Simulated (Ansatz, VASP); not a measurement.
Ge in VASP and in Ansatz

```
CELL_PARAMETERS angstrom
1.46705 -2.63172 0.00000
1.46705 2.63172 0.00000
0.00000 0.00000 4.63599
ATOMIC_POSITIONS crystal
Ge 0.64989 0.35011 0.75000
Ge 0.35011 0.64989 0.25000
```

Alike in both runs: functional LDA; k mesh 12 × 12 × 7; no spin polarisation.

Ansatz relaxed the structure, and its values are those at the end. VASP's run is a single point on that final structure, the one shown.

```csv
,VASP,Ansatz
version,VASP 6.6.1,Ansatz 0.2.0
potentials or method,"VASP PAW LDA potentials, release 64 (Ge_d), cutoff 500 eV","plane waves, PAW"
occupations,"methfessel-paxton of order 1, width 0.1 eV","cold, width 0.1 eV"
valence electrons in the cell,28,28
```

VASP gave:

| Quantity | Value |
| --- | --- |
| pressure (GPa) | -0.1 |

What did Ansatz give for the same quantities?

Pressure (GPa): 0.0.

LDA's correlation is that of Perdew and Zunger in VASP and of Perdew and Wang (1992) in Ansatz.
